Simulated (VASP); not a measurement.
In3Cu: single point with LDA

In3Cu:

```
CELL_PARAMETERS angstrom
4.21369 -0.07433 -0.07433
-0.07433 4.21369 -0.07433
-0.07433 -0.07433 4.21369
ATOMIC_POSITIONS crystal
In 0.00000 0.50000 0.50000
In 0.50000 0.00000 0.50000
In 0.50000 0.50000 0.00000
Cu 0.00000 0.00000 0.00000
```

- Program: VASP 6.6.1
- Task: single point
- Functional: LDA
- Potentials or basis: VASP PAW LDA potentials, release 64 (In_d, Cu)
- Cutoff: 520 eV
- k mesh: 10 × 10 × 10
- Occupations: gaussian, width 0.15 eV
- Spin: no spin polarisation

```
Pressure               : 9.4 GPa
Band gap on the k mesh : zero (bands 25 and 26 overlap by 4.57 eV)
```

Stress tensor (GPa, compression positive):
```
9.40 0.06 0.06
0.06 9.40 0.06
0.06 0.06 9.40
```

Levels at points of the mesh, in eV from the Fermi level:
```
           k point  band 22  band 23  band 24  band 25  band 26  band 27  band 28  band 29
(0.00, 0.00, 0.00)    -2.58    -2.58    -2.44    -0.30    -0.30     0.73     4.86     5.24
(0.50, 0.00, 0.00)    -3.07    -0.25     0.15     0.33     0.83     1.23     1.58     2.38
(0.50, 0.50, 0.00)    -3.07    -2.93    -2.78     2.35     2.51     3.01     3.36     3.40
(0.50, 0.50, 0.50)    -3.55    -3.02    -3.02    -2.22    -2.22    -2.09    -1.24    10.68
```

Run time: 98 s on 1 thread of Intel(R) Xeon(R) 6975P-C (Granite Rapids), with other jobs on the host, peak memory 0.33 GiB.

Caveat: the cell stands under pressure; spin-orbit coupling is left out, which moves the levels of the heavy elements.
